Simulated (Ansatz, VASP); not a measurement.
## BAs: VASP beside Ansatz

```
CELL_PARAMETERS angstrom
0.00000 2.31684 2.38850
2.31684 0.00000 2.38850
2.31684 2.31684 0.00000
ATOMIC_POSITIONS crystal
B 0.00000 0.00000 0.00000
As 0.75000 0.75000 0.75000
```

Change from the starting cell: equal xx and yy strain of -3 %.

Alike in both runs: task single point; functional LDA; k mesh 15 × 15 × 15; occupations fermi-dirac, width 0.03 eV; no spin polarisation.

```csv
,VASP,Ansatz
version,VASP 6.6.1,Ansatz 0.2.0
potentials or method,"VASP PAW LDA potentials, release 64 (B, As), cutoff 520 eV","all-electron LAPW, scalar-relativistic"
```

VASP gave:

- pressure (GPa): 6.2
- traceless stress, the component that is largest in VASP (GPa): -4.65

Q: What did Ansatz give for the same quantities?

A: Pressure (GPa): 5.1; traceless stress, the component that is largest in VASP (GPa): -4.68.

LDA's correlation is that of Perdew and Zunger in VASP and of Perdew and Wang (1992) in Ansatz. Ansatz ran all-electron here, and VASP with PAW potentials.
